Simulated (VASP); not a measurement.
# HC12 in VASP: a series of runs

Runs on HC12. Level: LDA. Tasks: single point.

Everything below comes from runs of VASP 6.6.1. Logs are shortened: lines on timing, memory, paths and dates and some standing lists are left out, and cuts for length are marked.

## (1) The cell of the first run

The cell holds a slab with vacuum, 26 atoms: a = 4.889 Å, b = 7.202 Å, c = 22.768 Å, α = 90.00°, β = 90.00°, γ = 109.84°.

## (2) Single point, LDA

Input file INCAR:

```
PREC = Accurate
ENCUT = 520
EDIFF = 1E-6
ISMEAR = 0
SIGMA = 0.05
LREAL = Auto
LASPH = True
NELM = 100
ALGO = Normal
ISIF = 2
LWAVE = False
LCHARG = False
LDIPOL = True
IDIPOL = 3
DIPOL = 0.5 0.5 0.295
NBANDS = 68
```

Input file KPOINTS:

```
Automatic mesh
0
Gamma
  6 4 1
```

Input file POSCAR:

```
HC12
1.0
    4.8892663280      0.0000000000      0.0000000000
   -2.4446331640      6.7739291692      0.0000000000
    0.0000000000      0.0000000000     22.7684096771
C H
24 2
Direct
    0.4020794403      0.3041588806      0.1756820110
    0.4020794403      0.8041588805      0.1756820110
    0.9020794403      0.3041588806      0.1756820110
    0.9020794403      0.8041588805      0.1756820110
    0.1630408159      0.3260816317      0.2059829668
    0.1630408159      0.8260816317      0.2059829668
    0.6630408159      0.3260816317      0.2059829668
    0.6630408159      0.8260816317      0.2059829668
    0.1846395683      0.3692791367      0.2666259491
    0.1846395683      0.8692791367      0.2666259491
    0.6846395683      0.3692791367      0.2666259491
    0.6846395683      0.8692791367      0.2666259491
    0.4461625696      0.3923265051      0.2960492075
    0.4461625696      0.8923265051      0.2960492075
    0.9461625696      0.3923265051      0.2960492075
    0.9461625696      0.8923265051      0.2960492075
    0.4715644646      0.4431294558      0.3591099590
    0.4715644646      0.9431294558      0.3591099590
    0.9715644646      0.4431294558      0.3591099590
    0.9715644646      0.9431294558      0.3591099590
    0.2327030006      0.4654044969      0.3851129614
    0.2327030006      0.9654044969      0.3851129614
    0.7327030006      0.4654044969      0.3851129614
    0.7327030006      0.9654044969      0.3851129614
    0.2327030006      0.9202753343      0.4610954312
    0.2327030006      1.0105336595      0.4610954312
```

Potentials or basis: VASP PAW LDA potentials, release 64 (C, H).

Run with:

```
> cat potpaw_LDA.64/C/POTCAR potpaw_LDA.64/H/POTCAR > POTCAR
> mpirun -np 1 vasp_std > vasp.out
```

OUTCAR:

```text
PREC = Accurate
   ENCUT = 520
   EDIFF = 1E-6
   ISMEAR = 0
   LREAL = Auto
   LASPH = True
   NELM = 100
   ISIF = 2

 ion  position               nearest neighbor table
   1  0.402  0.304  0.176-   5 1.41   7 1.41
   2  0.402  0.804  0.176-   8 1.41   6 1.41
   3  0.902  0.304  0.176-   7 1.41   5 1.41
   4  0.902  0.804  0.176-   6 1.41   8 1.41
   5  0.163  0.326  0.206-   1 1.41   3 1.41   9 1.41
   6  0.163  0.826  0.206-   4 1.41   2 1.41  10 1.41
   7  0.663  0.326  0.206-   3 1.41   1 1.41  11 1.41
   8  0.663  0.826  0.206-   2 1.41   4 1.41  12 1.41
   9  0.185  0.369  0.267-  13 1.40  15 1.40   5 1.41
  10  0.185  0.869  0.267-  14 1.40  16 1.40   6 1.41
[... 8 lines left out ...]
  19  0.972  0.443  0.359-  23 1.37  21 1.37  15 1.48
  20  0.972  0.943  0.359-  24 1.37  22 1.37  16 1.48
  21  0.233  0.465  0.385-  17 1.37  19 1.37
  22  0.233  0.965  0.385-  18 1.37  20 1.37
  23  0.733  0.465  0.385-  19 1.37  17 1.37
  24  0.733  0.965  0.385-  20 1.37  18 1.37
  25  0.233  0.920  0.461-  26 0.65
  26  0.233  0.011  0.461-  25 0.65

  LATTYP: Found a base centered orthorhombic cell.
 ALAT       =     4.8892663280
 B/A-ratio  =     2.7709389159
 C/A-ratio  =     4.6568151845

  Lattice vectors:

 A1 = (   2.4446331640,  -6.7739291692,   0.0000000000)
 A2 = (   2.4446331640,   6.7739291692,   0.0000000000)
 A3 = (   0.0000000000,   0.0000000000,  22.7684096771)

Analysis of symmetry for initial positions (statically):
=====================================================================
 Subroutine PRICEL returns:
 Original cell was already a primitive cell.

 Routine SETGRP: Setting up the symmetry group for a
 base centered orthorhombic supercell.

 Subroutine GETGRP returns: Found  1 space group operations
 (whereof  1 operations were pure point group operations)
 out of a pool of  8 trial point group operations.

The static configuration has the point symmetry C_1 .

Analysis of symmetry for dynamics (positions and initial velocities):
=====================================================================
 Subroutine PRICEL returns:
 Original cell was already a primitive cell.

 Routine SETGRP: Setting up the symmetry group for a
 base centered orthorhombic supercell.

 Subroutine GETGRP returns: Found  1 space group operations
 (whereof  1 operations were pure point group operations)
 out of a pool of  8 trial point group operations.

The dynamic configuration has the point symmetry C_1 .

 Subroutine INISYM returns: Found  1 space group operations
 (whereof  1 operations are pure point group operations),
 and found     1 'primitive' translations

----------------------------------------------------------------------------------------

                                     Primitive cell

  volume of cell :     754.0793

  direct lattice vectors                    reciprocal lattice vectors
     4.889266328  0.000000000  0.000000000     0.204529664  0.073812405  0.000000000
    -2.444633164  6.773929169  0.000000000     0.000000000  0.147624809  0.000000000
     0.000000000  0.000000000 22.768409677     0.000000000  0.000000000  0.043920503

  length of vectors
     4.889266328  7.201551756 22.768409677     0.217441152  0.147624809  0.043920503

  position of ions in fractional coordinates (direct lattice)
     0.402079440  0.304158881  0.175682011
     0.402079440  0.804158880  0.175682011
     0.902079440  0.304158881  0.175682011
     0.902079440  0.804158880  0.175682011
     0.163040816  0.326081632  0.205982967
     0.163040816  0.826081632  0.205982967
[... 18 lines left out ...]
     0.232703001  0.920275334  0.461095431
     0.232703001  0.010533659  0.461095431

  ion indices of the primitive-cell ions
   primitive index   ion index
                 1           1
                 2           2
                 3           3
                 4           4
                 5           5
                 6           6
[... 18 lines left out ...]
                25          25
                26          26

----------------------------------------------------------------------------------------

 KPOINTS: Automatic mesh

Automatic generation of k-mesh.
 Grid dimensions read from file:
 generate k-points for:    6    4    1

 Generating k-lattice:

  Cartesian coordinates                     Fractional coordinates (reciprocal lattice)
     0.034088277  0.012302067  0.000000000     0.166666667  0.000000000  0.000000000
     0.000000000  0.036906202  0.000000000     0.000000000  0.250000000  0.000000000
     0.000000000  0.000000000  0.043920503     0.000000000  0.000000000  1.000000000

  Length of vectors
     0.036240192  0.036906202  0.043920503

  Shift w.r.t. Gamma in fractional coordinates (k-lattice)
     0.000000000  0.000000000  0.000000000

 -----------------------------------------------------------------------------
|                                                                             |
|           W    W    AA    RRRRR   N    N  II  N    N   GGGG   !!!           |
|           W    W   A  A   R    R  NN   N  II  NN   N  G    G  !!!           |
|           W    W  A    A  R    R  N N  N  II  N N  N  G       !!!           |
|           W WW W  AAAAAA  RRRRR   N  N N  II  N  N N  G  GGG   !            |
|           WW  WW  A    A  R   R   N   NN  II  N   NN  G    G                |
|           W    W  A    A  R    R  N    N  II  N    N   GGGG   !!!           |
|                                                                             |
|     Your reciprocal lattice and k-lattice belong to different lattice       |
|     classes:                                                                |
|                                                                             |
|        The reciprocal lattice is base centered orthorhombic,                |
|        whereas your k-lattice is simple monoclinic.                         |
|                                                                             |
|     Results are often still useful ...                                      |
|                                                                             |
 -----------------------------------------------------------------------------

 WARNING: IBZKPT: internal override: KBLOWUP is changed to .FALSE.
      ... skipping the blow-up phase ...

 Subroutine IBZKPT returns following result:
 ===========================================

 Found     14 irreducible k-points:

 Following reciprocal coordinates:
            Coordinates               Weight
  0.000000  0.000000  0.000000      1.000000
  0.166667  0.000000  0.000000      2.000000
  0.333333  0.000000  0.000000      2.000000
  0.500000  0.000000  0.000000      1.000000
  0.000000  0.250000  0.000000      2.000000
  0.166667  0.250000  0.000000      2.000000
  0.333333  0.250000  0.000000      2.000000
  0.500000  0.250000  0.000000      2.000000
 -0.333333  0.250000  0.000000      2.000000
 -0.166667  0.250000  0.000000      2.000000
  0.000000  0.500000  0.000000      1.000000
  0.166667  0.500000  0.000000      2.000000
  0.333333  0.500000  0.000000      2.000000
  0.500000  0.500000  0.000000      1.000000
   k-points           NKPTS =     14   k-points in BZ     NKDIM =     14   number of bands    NBANDS=     68
   number of dos      NEDOS =    301   number of ions     NIONS =     26
   total plane-waves  NPLWV = 349920
   dimension x,y,z NGX =    36 NGY =   54 NGZ =  180
   dimension x,y,z NGXF=    72 NGYF=  108 NGZF=  360
   ions per type =              24   2
   NGX,Y,Z   is equivalent  to a cutoff of  12.24, 12.47, 13.14 a.u.
   NGXF,Y,Z  is equivalent  to a cutoff of  24.48, 24.93, 26.29 a.u.
 SYSTEM =  unknown system
   PREC   = accura    normal or accurate (medium, high low for compatibility)
   ISTART =      0    job   : 0-new  1-cont  2-samecut
   ICHARG =      2    charge: 1-file 2-atom 10-const
   ISPIN  =      1    spin polarized calculation?
   LNONCOLLINEAR =      F non collinear calculations
   LSORBIT =      F    spin-orbit coupling
   LASPH  =      T    aspherical Exc in radial PAW
   ENCUT  =  520.0 eV  38.22 Ry    6.18 a.u.   9.09 13.39 42.33*2*pi/ulx,y,z
   NELM   =    100;   NELMIN=  2; NELMDL= -5     # of ELM steps
   EDIFF  = 0.1E-05   stopping-criterion for ELM
   LREAL  =      T    real-space projection
   EDIFFG = 0.1E-04   stopping-criterion for IOM
   NSW    =      0    number of steps for IOM
   IBRION =     -1    ionic relax: 0-MD 1-quasi-New 2-CG
   NFREE  =      0    steps in history (QN), initial steepest desc. (CG)
   ISIF   =      2    stress and relaxation
   ISYM   =      2    0-nonsym 1-usesym 2-fastsym
   POTIM  = 0.5000    time-step for ionic-motion
   TEBEG  =    0.0;   TEEND  =   0.0 temperature during run
   PSTRESS=    0.0 pullay stress
   NELECT =      98.0000    total number of electrons
   NUPDOWN=      -1.0000    fix difference up-down
   EMIN   =  10.00;   EMAX   =-10.00  energy-range for DOS
   EFERMI =   0.00;   METHOD = LEGACY
   ISMEAR =     0;   SIGMA  =   0.05  broadening in eV -4-tet -1-fermi 0-gaus
   EFERMI_NEDOS =   21; number of points for ismear=-14 and -15
   IALGO  =     38    algorithm
   IMIX   =      4    mixing-type and parameters
     AMIX     =   0.40;   BMIX     =  1.00
     AMIX_MAG =   1.60;   BMIX_MAG =  1.00
  volume/ion in A,a.u.               =      29.00       195.72
  Fermi-wavevector in a.u.,A,eV,Ry     =   0.829235  1.567028  9.355793  0.687631
  Thomas-Fermi vector in A             =   1.941748
   LORBIT       =      0    0 simple, 1 ext, 2 COOP (PROOUT), +10 PAW based schemes
   GGA     = CA    functional components
   LHFCALC =     F    Hartree Fock is set to
   AEXX    =    0.0000 exact exchange contribution
   IVDW    =     0    specifies the selected vdW correction
   LEPSILON=     F    determine dielectric tensor
   LRPA    =     F    only Hartree local field effects (RPA)
 non-spin polarized calculation
 Gauss-broadening in eV      SIGMA  =   0.05
  energy-cutoff  :      520.00
  volume of cell :      754.08
 maximum number of plane-waves:     20327
   NGX = 19   NGY = 27   NGZ = 85

 dipolmoment           0.000000      0.000000      0.522397 electrons x Angstroem

 number of electron      98.0000001 magnetization

 dipolmoment           0.000000      0.000000     -0.310050 electrons x Angstroem

 Free energy of the ion-electron system (eV)
  ---------------------------------------------------
  ext. energy  EPLUGINS =         0.00000000
  ---------------------------------------------------
  free energy    TOTEN  =      -221.12571100 eV

  energy without entropy =     -221.09361616  energy(sigma->0) =     -221.10966358

 E-fermi :  -3.2840     XC(G=0):  -3.8934

 val. band max:       -3.2866975473   @ k =   0.5000   0.2500   0.0000
 cond. band min:      -3.2814550117   @ k =   0.3333   0.0000   0.0000
 fundamental gap:      0.0052425356
 Fermi energy:        -3.2840087195

 k-point     1 :       0.0000    0.0000    0.0000
  band No.  band energies     occupation
      1     -22.2452      2.00000
      2     -21.8996      2.00000
      3     -20.5542      2.00000
      4     -20.2338      2.00000
      5     -18.0832      2.00000
      6     -17.9040      2.00000
[... 885 lines left out ...]
     60       2.2795      0.00000
     61       2.4506      0.00000
 [bands above 61 left out]

------------------------ aborting loop because EDIFF is reached ----------------------------------------

 vacuum level on the upper side and lower side of the slab       (xc-potential included)        -0.987         0.668

  FORCE on cell =-STRESS in cart. coord.  units (eV):
  Direction    XX          YY          ZZ          XY          YZ          ZX
  --------------------------------------------------------------------------------------
  -------------------------------------------------------------------------------------
  Total        2.8508780      2.1754778      3.4314328     -1.4365848      1.1653420      0.0240510
  in kB        6.0572036      4.6221943      7.2906967     -3.0522830      2.4759790      0.0511006
  external PRESSURE =       5.9900315 kB  Pullay stress =       0.0000000 kB

 VOLUME and BASIS-vectors are now :
 -----------------------------------------------------------------------------
  energy-cutoff  :      520.00
  volume of cell :      754.08
      direct lattice vectors                 reciprocal lattice vectors
     4.889266328  0.000000000  0.000000000     0.204529664  0.073812405  0.000000000
    -2.444633164  6.773929169  0.000000000     0.000000000  0.147624809  0.000000000
     0.000000000  0.000000000 22.768409677     0.000000000  0.000000000  0.043920503

 POSITION                                       TOTAL-FORCE (eV/Angst)
 -----------------------------------------------------------------------------------
      1.22232      2.06035      4.00000         0.001709      0.319073      1.885137
      0.00000      5.44732      4.00000         0.218400      0.314770      1.744018
      3.66695      2.06035      4.00000         0.001768      0.337316      1.877067
      2.44463      5.44732      4.00000        -0.213616      0.316134      1.743119
      0.00000      2.20885      4.68990        -0.001010     -0.727482     -3.541791
     -1.22232      5.59582      4.68990        -0.000731     -0.746465     -3.391263
[... 18 lines left out ...]
     -1.11199      6.23388     10.49841         2.363345     -6.507401      0.028456
      1.11200      0.07135     10.49841        -2.349009      6.468326     -0.139048
 -----------------------------------------------------------------------------------
    total drift:                               -0.009843      0.011180      0.022949

  FREE ENERGIE OF THE ION-ELECTRON SYSTEM (eV)
  ---------------------------------------------------
  free  energy   TOTEN  =      -221.1257110003 eV

  energy  without entropy=     -221.0936161566  energy(sigma->0) =     -221.10966358

 vacuum level on the upper side and lower side of the slab         2.033         3.721
```

Run time: 23 min. Hardware: 1 thread of Intel Xeon 6975P-C (Granite Rapids), shared host; peak memory 0.8 GiB.

What came out:

```
Free energy            : -221.1257 eV
Largest force          : 6.923 eV/Å
Band gap on the k mesh : zero (band 49 reaches -3.27 eV, above the bottom of band 50 at -3.28 eV)
```

Forces in eV/Å, atoms in the order of the input:
```
C    0.002  0.319  1.885
C    0.218  0.315  1.744
C    0.002  0.337  1.877
C   -0.214  0.316  1.743
C   -0.001 -0.727 -3.542
C   -0.001 -0.746 -3.391
C    0.000 -0.727 -3.540
C   -0.001 -0.643 -3.046
C   -0.008  0.380  1.549
C   -0.006  0.290  1.215
C    0.000  0.379  1.547
C   -0.001  0.410  1.502
C    0.005 -0.019  0.023
C   -0.279  0.130  0.303
C    0.001  0.032  0.009
C    0.283  0.124  0.301
C    0.001 -0.086 -0.262
C    0.453 -0.104  0.130
C    0.003 -0.086 -0.304
C   -0.455 -0.141  0.122
C   -0.027  0.128  0.390
C   -0.023 -0.089 -1.577
C    0.022  0.123  0.371
C    0.011  0.126  1.062
H    2.363 -6.507  0.028
H   -2.349  6.468 -0.139
```

Levels at points of the mesh, in eV from the Fermi level:
| k point | band 46 | band 47 | band 48 | band 49 | band 50 | band 51 | band 52 | band 53 |
| --- | --- | --- | --- | --- | --- | --- | --- | --- |
| (0.00, 0.00, 0.00) | -0.42 | -0.26 | -0.25 | -0.14 | 0.02 | 0.37 | 0.53 | 0.78 |
| (0.50, 0.00, 0.00) | -0.19 | -0.11 | -0.07 | -0.02 | 0.02 | 0.09 | 0.13 | 0.32 |
| (0.00, 0.50, 0.00) | -0.39 | -0.26 | -0.25 | -0.20 | 0.10 | 0.41 | 0.56 | 0.87 |
| (0.50, 0.50, 0.00) | -0.19 | -0.11 | -0.07 | -0.02 | 0.02 | 0.09 | 0.13 | 0.32 |

## (3) Single point, LDA

Input file INCAR:

```
SYSTEM = HC12
PREC = Accurate ; ENCUT = 520
EDIFF = 1E-6 ; ISMEAR = 0
SIGMA = 0.05 ; LREAL = Auto
LASPH = .True. ; NELM = 60
ALGO = Normal ; ISIF = 2
LWAVE = .False. ; LCHARG = .True.
LDIPOL = .True. ; IDIPOL = 3
DIPOL = 0.5 0.5 0.298 ; GGA = CA
LELF = .True. ; LVHAR = .True.
LVACPOTAV = .True. ; NBANDS = 68
```

Input file KPOINTS:

```
regular mesh
0
Gamma
  6 4 1
  0 0 0
```

Edit POSCAR of step 2 so:

```diff
@@ -32,3 +32,3 @@
     0.7327030006      0.9654044969      0.3851129614
-    0.2327030006      0.9202753343      0.4610954312
-    0.2327030006      1.0105336595      0.4610954312
+    0.2327030006      0.9202753343      0.4993062686
+    0.2327030006      1.0105336595      0.4993062686
```

Potentials or basis: VASP PAW LDA potentials, release 64 (C, H).

Run with:

```
> cat potpaw_LDA.64/C/POTCAR potpaw_LDA.64/H/POTCAR > POTCAR
> mpirun -np 1 vasp_std > vasp.out
```

It took 20 min on 1 thread of Intel Xeon Platinum 8488C (Sapphire Rapids), shared host; peak memory 0.8 GiB.

The run converged. Its results:

```
Free energy            : -221.1704 eV
Largest force          : 5.707 eV/Å
Band gap on the k mesh : zero (band 49 reaches -3.58 eV, above the bottom of band 50 at -3.63 eV)
```

Forces in eV/Å, atoms in the order of the input:
```
C    0.002  0.299  1.834
C    0.030  0.289  1.781
C    0.003  0.298  1.830
C   -0.026  0.289  1.781
C    0.001 -0.706 -3.484
C   -0.001 -0.704 -3.426
C   -0.002 -0.706 -3.484
C    0.000 -0.690 -3.392
C   -0.002  0.394  1.553
C   -0.003  0.386  1.507
C   -0.003  0.394  1.552
C   -0.002  0.395  1.545
C    0.002 -0.008  0.015
C   -0.036  0.009  0.042
C    0.000  0.002  0.014
C    0.039  0.008  0.042
C    0.002 -0.067 -0.063
C    0.021 -0.053  0.033
C    0.002 -0.065 -0.068
C   -0.018 -0.055  0.029
C   -0.004  0.086  0.155
C   -0.005  0.039 -0.169
C   -0.001  0.084  0.146
C   -0.001  0.088  0.260
H    1.944 -5.366 -0.006
H   -1.942  5.361 -0.027
```

Levels at points of the mesh, in eV from the Fermi level:
| k point | band 46 | band 47 | band 48 | band 49 | band 50 | band 51 | band 52 | band 53 |
| --- | --- | --- | --- | --- | --- | --- | --- | --- |
| (0.00, 0.00, 0.00) | -0.43 | -0.26 | -0.26 | -0.18 | 0.33 | 0.38 | 0.42 | 0.77 |
| (0.50, 0.00, 0.00) | -0.15 | -0.13 | -0.06 | -0.03 | 0.03 | 0.03 | 0.14 | 0.14 |
| (0.00, 0.50, 0.00) | -0.38 | -0.34 | -0.26 | -0.26 | 0.38 | 0.42 | 0.58 | 0.64 |
| (0.50, 0.50, 0.00) | -0.15 | -0.13 | -0.06 | -0.03 | 0.03 | 0.03 | 0.14 | 0.14 |
